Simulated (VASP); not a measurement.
Wanted: the native input for a VASP 6.6.1 run.

```
Task                   : single point
Functional             : PBE
Potentials or basis    : VASP PAW PBE potentials, release 64 (Sr_sv, Cd, P)
Cutoff                 : 520 eV
k mesh                 : 6 × 6 × 4
Occupations            : gaussian, width 0.1 eV
Spin                   : no spin polarisation
Dipole correction      : no
Further INCAR settings : ALGO = Normal; EDIFF = 1e-06; NBANDS = 32
```

The structure of Sr2CdP3 lies in POSCAR:

```
Sr2CdP3
1.0
    5.0132532600      0.0000000000      0.0000000000
   -2.5066266300      4.3416046800      0.0000000000
    0.0000000000      0.0000000000      7.2300722700
Sr Cd P
2 1 3
Direct
    0.3333333300      0.6666666700      0.5000000000
    0.6666666700      0.3333333300      0.5000000000
    0.0000000000      0.0000000000      0.0000000000
    0.0000000000      0.0000000000      0.7532674700
    0.0000000000      0.0000000000      0.2467325300
    0.0000000000      0.0000000000      0.5000000000
```

The cell was built from a structure type or drawn by symmetry, and may not be a known phase.

The input as run:

INCAR

```
  ALGO = Normal
  EDIFF = 1E-6
  ENCUT = 520
  GGA = PE
  ISIF = 2
  ISMEAR = 0
  LASPH = T
  LCHARG = F
  LREAL = F
  LWAVE = F
  NBANDS = 32
  NELM = 60
  PREC = Accurate
  SIGMA = 0.1
```

KPOINTS

```
k-points
0
Gamma
  6 6 4
```

Potentials or basis: VASP PAW PBE potentials, release 64 (Sr_sv, Cd, P).

Launch:

```console
$ cat potpaw_PBE.64/Sr_sv/POTCAR potpaw_PBE.64/Cd/POTCAR potpaw_PBE.64/P/POTCAR > POTCAR
$ mpirun -np 1 vasp_std > vasp.out
```

It gave:

```yaml
Pressure: 42.0 GPa
Largest_force: 11.822 eV/Å
Band_gap_on_the_k_mesh: zero (an odd number of electrons rules out a gap without spin polarisation)
```

Caveat: the cell stands under pressure; forces of over 1 eV/Å act on the atoms, so gaps and moduli don't describe the material at rest.

Run time: 71 s on 1 thread of Intel(R) Xeon(R) 6975P-C (Granite Rapids), with other jobs on the host, peak memory 0.34 GiB.
